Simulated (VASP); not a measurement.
Crystal: CdSe.

```
CELL_PARAMETERS angstrom
4.38270 0.00000 0.00000
-2.19135 3.79553 0.00000
0.00000 0.00000 14.30532
ATOMIC_POSITIONS crystal
Cd 0.00000 0.00000 0.99984
Cd 0.33333 0.66667 0.24997
Cd 0.00000 0.00000 0.49984
Cd 0.66667 0.33333 0.74997
Se 0.00000 0.00000 0.18747
Se 0.33333 0.66667 0.43773
Se 0.00000 0.00000 0.68747
Se 0.66667 0.33333 0.93773
```

- Program: VASP 6.6.1
- Task: relaxation of cell and atoms
- Functional: r2SCAN
- Potentials or basis: VASP PAW PBE potentials, release 64 (Cd, Se)
- Cutoff: 600 eV
- k mesh: 6 × 6 × 2
- Occupations: fermi-dirac, width 0.02 eV
- Spin: no spin polarisation

At the start: pressure -1.3 GPa; volume 29.75 Å³/atom.

How do energy, volume and symmetry change on relaxing?

Over 3 steps the energy falls by 3.3 meV/atom and the volume is 28.96 Å³/atom (-2.6 %); space group P6_3mc (No. 186, to 0.1 Å) before and after.

Step by step:
```tsv
step	energy change (eV)	largest force (eV/Å)	pressure (GPa)	volume (Å³)
1	0.0000	0.0040	-1.30	237.96
2	-0.0235	0.0005	0.44	229.76
3	-0.0261	0.0015	0.00	231.67
```

Final structure:
```cif
data_structure
_symmetry_space_group_name_H-M 'P 1'
_symmetry_Int_Tables_number 1
_cell_length_a 4.3439
_cell_length_b 4.3439
_cell_length_c 14.1773
_cell_angle_alpha 90.000
_cell_angle_beta 90.000
_cell_angle_gamma 120.000
_cell_volume 231.67
loop_
_atom_site_label
_atom_site_type_symbol
_atom_site_fract_x
_atom_site_fract_y
_atom_site_fract_z
_atom_site_occupancy
Cd1 Cd 0.00000 0.00000 0.99983 1
Cd2 Cd 0.33333 0.66667 0.24997 1
Cd3 Cd 0.00000 0.00000 0.49983 1
Cd4 Cd 0.66667 0.33333 0.74997 1
Se1 Se 0.00000 0.00000 0.18748 1
Se2 Se 0.33333 0.66667 0.43773 1
Se3 Se 0.00000 0.00000 0.68748 1
Se4 Se 0.66667 0.33333 0.93773 1
```

Caveat: the PAW data sets were made with another functional, which shifts forces and pressure a little.
